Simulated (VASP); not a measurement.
# Re (Pm-3m) in VASP: single point with PBE

Aim: the single point of Re with PBE.

Program: VASP 6.6.1. These are calculated values, not measurements. Logs are shortened: lines on timing, memory, paths and dates and some standing lists are left out, and cuts for length are marked.

### Step 1. The cell of the first run

Symmetry: Pm-3m, No. 221, cubic system. The conventional cell has a = 2.488 Å, b = 2.488 Å, c = 2.488 Å, α = 90.00°, β = 90.00°, γ = 90.00°. Re (site symmetry m-3m) has 6 Re at 2.49 Å within 3.3 Å.

This isn't the form of Re at room conditions, which is hcp.

### Step 2. Single point, PBE

Contents of INCAR:

```
PREC = Accurate
ENCUT = 520
EDIFF = 1E-6
ISMEAR = 0
SIGMA = 0.15
LREAL = False
LASPH = True
NELM = 100
ALGO = Fast
ISIF = 2
LWAVE = False
LCHARG = True
GGA = PE
LELF = True
LVHAR = True
NBANDS = 10
```

Contents of KPOINTS:

```
Automatic mesh
0
Gamma
  22 22 22
```

Contents of POSCAR:

```
Re
1.0
   -0.8294480245      1.6588960490      1.6588960490
    1.6588960490     -0.8294480245      1.6588960490
    1.6588960490      1.6588960490     -0.8294480245
Re
1
Direct
    0.0000000000      0.0000000000      0.0000000000
```

Potentials or basis: VASP PAW PBE potentials, release 64 (Re).

Started as:

```sh
$ cat potpaw_PBE.64/Re/POTCAR > POTCAR
$ mpirun -np 1 vasp_std > vasp.out
```

OUTCAR:

```text
PREC = Accurate
   ENCUT = 520
   EDIFF = 1E-6
   ISMEAR = 0
   LREAL = False
   LASPH = True
   NELM = 100
   ISIF = 2
   GGA = PE

 ion  position               nearest neighbor table
   1  0.000  0.000  0.000-

  LATTYP: Found a simple cubic cell.
 ALAT       =     2.4883440735

  Lattice vectors:

 A1 = (  -0.8294480245,   1.6588960490,   1.6588960490)
 A2 = (   1.6588960490,  -0.8294480245,   1.6588960490)
 A3 = (   1.6588960490,   1.6588960490,  -0.8294480245)

Analysis of symmetry for initial positions (statically):
=====================================================================
 Subroutine PRICEL returns:
 Original cell was already a primitive cell.

 Routine SETGRP: Setting up the symmetry group for a
 simple cubic supercell.

 Subroutine GETGRP returns: Found 48 space group operations
 (whereof 48 operations were pure point group operations)
 out of a pool of 48 trial point group operations.

The static configuration has the point symmetry O_h .

Analysis of symmetry for dynamics (positions and initial velocities):
=====================================================================
 Subroutine PRICEL returns:
 Original cell was already a primitive cell.

 Routine SETGRP: Setting up the symmetry group for a
 simple cubic supercell.

 Subroutine GETGRP returns: Found 48 space group operations
 (whereof 48 operations were pure point group operations)
 out of a pool of 48 trial point group operations.

The dynamic configuration has the point symmetry O_h .

 Subroutine INISYM returns: Found 48 space group operations
 (whereof 48 operations are pure point group operations),
 and found     1 'primitive' translations

----------------------------------------------------------------------------------------

                                     Primitive cell

  volume of cell :      15.4075

  direct lattice vectors                    reciprocal lattice vectors
    -0.829448024  1.658896049  1.658896049    -0.133957895  0.267915789  0.267915789
     1.658896049 -0.829448024  1.658896049     0.267915789 -0.133957895  0.267915789
     1.658896049  1.658896049 -0.829448024     0.267915789  0.267915789 -0.133957895

  length of vectors
     2.488344073  2.488344073  2.488344073     0.401873684  0.401873684  0.401873684

  position of ions in fractional coordinates (direct lattice)
     0.000000000  0.000000000  0.000000000

  ion indices of the primitive-cell ions
   primitive index   ion index
                 1           1

----------------------------------------------------------------------------------------

 KPOINTS: Automatic mesh

Automatic generation of k-mesh.
 Grid dimensions read from file:
 generate k-points for:   22   22   22

 Generating k-lattice:

  Cartesian coordinates                     Fractional coordinates (reciprocal lattice)
    -0.006088995  0.012177990  0.012177990     0.045454545  0.000000000  0.000000000
     0.012177990 -0.006088995  0.012177990     0.000000000  0.045454545  0.000000000
     0.012177990  0.012177990 -0.006088995     0.000000000  0.000000000  0.045454545

  Length of vectors
     0.018266986  0.018266986  0.018266986

  Shift w.r.t. Gamma in fractional coordinates (k-lattice)
     0.000000000  0.000000000  0.000000000

 Subroutine IBZKPT returns following result:
 ===========================================

 Found    364 irreducible k-points:

 Following reciprocal coordinates:
            Coordinates               Weight
  0.000000  0.000000  0.000000      1.000000
  0.045455  0.000000  0.000000      6.000000
  0.090909  0.000000  0.000000      6.000000
  0.136364  0.000000  0.000000      6.000000
  0.181818  0.000000  0.000000      6.000000
  0.227273  0.000000  0.000000      6.000000
[... 16 lines left out ...]
  0.500000  0.045455 -0.000000     12.000000
  0.090909  0.090909  0.000000     12.000000
 [... further k-points ...]
   k-points           NKPTS =    364   k-points in BZ     NKDIM =    364   number of bands    NBANDS=     10
   number of dos      NEDOS =    301   number of ions     NIONS =      1
   total plane-waves  NPLWV =   8000
   dimension x,y,z NGX =    20 NGY =   20 NGZ =   20
   dimension x,y,z NGXF=    40 NGYF=   40 NGZF=   40
   ions per type =               1
   NGX,Y,Z   is equivalent  to a cutoff of  13.36, 13.36, 13.36 a.u.
   NGXF,Y,Z  is equivalent  to a cutoff of  26.72, 26.72, 26.72 a.u.
 SYSTEM =  unknown system
   PREC   = accura    normal or accurate (medium, high low for compatibility)
   ISTART =      0    job   : 0-new  1-cont  2-samecut
   ICHARG =      2    charge: 1-file 2-atom 10-const
   ISPIN  =      1    spin polarized calculation?
   LNONCOLLINEAR =      F non collinear calculations
   LSORBIT =      F    spin-orbit coupling
   LASPH  =      T    aspherical Exc in radial PAW
   ENCUT  =  520.0 eV  38.22 Ry    6.18 a.u.   4.63  4.63  4.63*2*pi/ulx,y,z
   NELM   =    100;   NELMIN=  2; NELMDL= -5     # of ELM steps
   EDIFF  = 0.1E-05   stopping-criterion for ELM
   LREAL  =      F    real-space projection
   EDIFFG = 0.1E-04   stopping-criterion for IOM
   NSW    =      0    number of steps for IOM
   IBRION =     -1    ionic relax: 0-MD 1-quasi-New 2-CG
   NFREE  =      0    steps in history (QN), initial steepest desc. (CG)
   ISIF   =      2    stress and relaxation
   ISYM   =      2    0-nonsym 1-usesym 2-fastsym
   POTIM  = 0.5000    time-step for ionic-motion
   TEBEG  =    0.0;   TEEND  =   0.0 temperature during run
   PSTRESS=    0.0 pullay stress
   NELECT =       7.0000    total number of electrons
   NUPDOWN=      -1.0000    fix difference up-down
   EMIN   =  10.00;   EMAX   =-10.00  energy-range for DOS
   EFERMI =   0.00;   METHOD = LEGACY
   ISMEAR =     0;   SIGMA  =   0.15  broadening in eV -4-tet -1-fermi 0-gaus
   EFERMI_NEDOS =   21; number of points for ismear=-14 and -15
   IALGO  =     68    algorithm
   IMIX   =      4    mixing-type and parameters
     AMIX     =   0.40;   BMIX     =  1.00
     AMIX_MAG =   1.60;   BMIX_MAG =  1.00
  volume/ion in A,a.u.               =      15.41       103.97
  Fermi-wavevector in a.u.,A,eV,Ry     =   1.258531  2.378278 21.550255  1.583899
  Thomas-Fermi vector in A             =   2.392135
   LORBIT       =      0    0 simple, 1 ext, 2 COOP (PROOUT), +10 PAW based schemes
   GGA     = PE    functional components
   LHFCALC =     F    Hartree Fock is set to
   AEXX    =    0.0000 exact exchange contribution
   IVDW    =     0    specifies the selected vdW correction
   LEPSILON=     F    determine dielectric tensor
   LRPA    =     F    only Hartree local field effects (RPA)
 non-spin polarized calculation
 RMM-DIIS sequential band-by-band and
 Gauss-broadening in eV      SIGMA  =   0.15
  energy-cutoff  :      520.00
  volume of cell :       15.41
 maximum number of plane-waves:       437
 NGX is ok and might be reduce to    20
   NGX =  9   NGY =  9   NGZ =  9

 number of electron       7.0000001 magnetization

 Free energy of the ion-electron system (eV)
  ---------------------------------------------------
  ext. energy  EPLUGINS =         0.00000000
  ---------------------------------------------------
  free energy    TOTEN  =       -10.91004709 eV

  energy without entropy =      -10.90013724  energy(sigma->0) =      -10.90509217

 E-fermi :   7.9698     XC(G=0): -13.3149

 val. band max:        7.9545438758   @ k =   0.4091   0.2273   0.0455
 cond. band min:       7.9714798745   @ k =   0.2727   0.1818   0.0455
 fundamental gap:      0.0169359987
 Fermi energy:         7.9697695077

 k-point     1 :       0.0000    0.0000    0.0000
  band No.  band energies     occupation
      1      -2.0114      2.00000
      2       1.8105      2.00000
      3       1.8105      2.00000
      4      12.0066      0.00000
      5      12.0066      0.00000
      6      12.0066      0.00000
      7      24.1494      0.00000
      8      24.1494      0.00000
      9      24.1494      0.00000
     10      30.6505      0.00000

 k-point     2 :       0.0455    0.0000    0.0000
  band No.  band energies     occupation
      1      -1.9341      2.00000
      2       1.8298      2.00000
      3       1.8966      2.00000
      4      11.8797      0.00000
      5      11.8797      0.00000
      6      12.0155      0.00000
      7      23.6961      0.00000
      8      24.3180      0.00000
      9      24.3180      0.00000
     10      31.0141      0.00000

 k-point     3 :       0.0909    0.0000    0.0000
  band No.  band energies     occupation
      1      -1.7117      2.00000
      2       1.8868      2.00000
      3       2.1562      2.00000
      4      11.5274      0.00000
      5      11.5274      0.00000
      6      12.0416      0.00000
      7      22.6314      0.00000
      8      24.7928      0.00000
      9      24.7928      0.00000
     10      31.3450      0.00000

 k-point     4 :       0.1364    0.0000    0.0000
  band No.  band energies     occupation
      1      -1.3708      2.00000
      2       1.9780      2.00000
      3       2.5896      2.00000
      4      11.0168      0.00000
      5      11.0168      0.00000
      6      12.0829      0.00000
      7      21.3612      0.00000
      8      25.4992      0.00000
      9      25.4992      0.00000
     10      29.8525      0.00000

 k-point     5 :       0.1818    0.0000    0.0000
  band No.  band energies     occupation
      1      -0.9473      2.00000
      2       2.0978      2.00000
      3       3.1874      2.00000
      4      10.4240      0.00000
      5      10.4240      0.00000
      6      12.1364      0.00000
      7      20.1029      0.00000
      8      26.3517      0.00000
      9      26.3517      0.00000
     10      28.4291      0.00000

 k-point     6 :       0.2273    0.0000    0.0000
  band No.  band energies     occupation
      1      -0.4773      2.00000
      2       2.2384      2.00000
      3       3.9174      2.00000
      4       9.8139      0.00000
      5       9.8139      0.00000
      6      12.1982      0.00000
      7      18.9733      0.00000
      8      27.1381      0.00000
      9      27.2759      0.00000
     10      27.2759      0.00000
[... 183 lines left out ...]
 k-point    21 :       0.4091    0.0455   -0.0000
  band No.  band energies     occupation
      1       1.3784      2.00000
      2       2.8584      2.00000
      3       6.2013      2.00000
      4       8.0103      0.70249
      5       8.2481      0.00869
      6      12.3193      0.00000
      7      17.2433      0.00000
      8      23.8239      0.00000
      9      29.3259      0.00000
     10      30.9693      0.00000

 k-point    22 :       0.4545    0.0455   -0.0000
  band No.  band energies     occupation
      1       1.6307      2.00000
      2       2.9303      2.00000
      3       6.2508      2.00000
      4       7.8202      1.84149
      5       8.2278      0.01500
      6      12.3483      0.00000
      7      17.4134      0.00000
      8      23.4840      0.00000
      9      28.9863      0.00000
     10      30.8573      0.00000

 k-point    23 :       0.5000    0.0455   -0.0000
  band No.  band energies     occupation
      1       1.7212      2.00000
      2       2.9553      2.00000
      3       6.2479      2.00000
      4       7.7561      1.95601
      5       8.2289      0.01458
      6      12.3582      0.00000
      7      17.5115      0.00000
      8      23.3695      0.00000
      9      28.7217      0.00000
     10      30.8867      0.00000

 k-point    24 :       0.0909    0.0909    0.0000
  band No.  band energies     occupation
      1      -1.4085      2.00000
      2       2.1003      2.00000
      3       2.3593      2.00000
      4      11.0176      0.00000
      5      11.4664      0.00000
      6      11.6727      0.00000
      7      22.9854      0.00000
      8      23.5103      0.00000
      9      25.4416      0.00000
     10      30.9666      0.00000

 [... further k-points ...]

------------------------ aborting loop because EDIFF is reached ----------------------------------------

  FORCE on cell =-STRESS in cart. coord.  units (eV):
  Direction    XX          YY          ZZ          XY          YZ          ZX
  --------------------------------------------------------------------------------------
  -------------------------------------------------------------------------------------
  Total        3.2295358      3.2295358      3.2295358      0.0000000      0.0000000      0.0000000
  in kB      335.8299258    335.8299258    335.8299258      0.0000000      0.0000000      0.0000000
  external PRESSURE =     335.8299258 kB  Pullay stress =       0.0000000 kB

 VOLUME and BASIS-vectors are now :
 -----------------------------------------------------------------------------
  energy-cutoff  :      520.00
  volume of cell :       15.41
      direct lattice vectors                 reciprocal lattice vectors
    -0.829448024  1.658896049  1.658896049    -0.133957895  0.267915789  0.267915789
     1.658896049 -0.829448024  1.658896049     0.267915789 -0.133957895  0.267915789
     1.658896049  1.658896049 -0.829448024     0.267915789  0.267915789 -0.133957895

 POSITION                                       TOTAL-FORCE (eV/Angst)
 -----------------------------------------------------------------------------------
      0.00000      0.00000      0.00000         0.000000     -0.000000      0.000000
 -----------------------------------------------------------------------------------
    total drift:                                0.000000      0.000000      0.000000

  FREE ENERGIE OF THE ION-ELECTRON SYSTEM (eV)
  ---------------------------------------------------
  free  energy   TOTEN  =       -10.9100470893 eV

  energy  without entropy=      -10.9001372449  energy(sigma->0) =      -10.90509217
```

It took 53 s on 1 thread of Intel Xeon Platinum 8259CL at 2.50GHz (Skylake/Cascade Lake), shared host; peak memory 0.17 GiB.

Results:

```
Free energy            : -10.9100 eV
Pressure               : 33.6 GPa
Band gap on the k mesh : zero (an odd number of electrons rules out a gap without spin polarisation)
```

Caveat: the cell stands under pressure; spin-orbit coupling is left out, which moves the levels of the heavy elements.
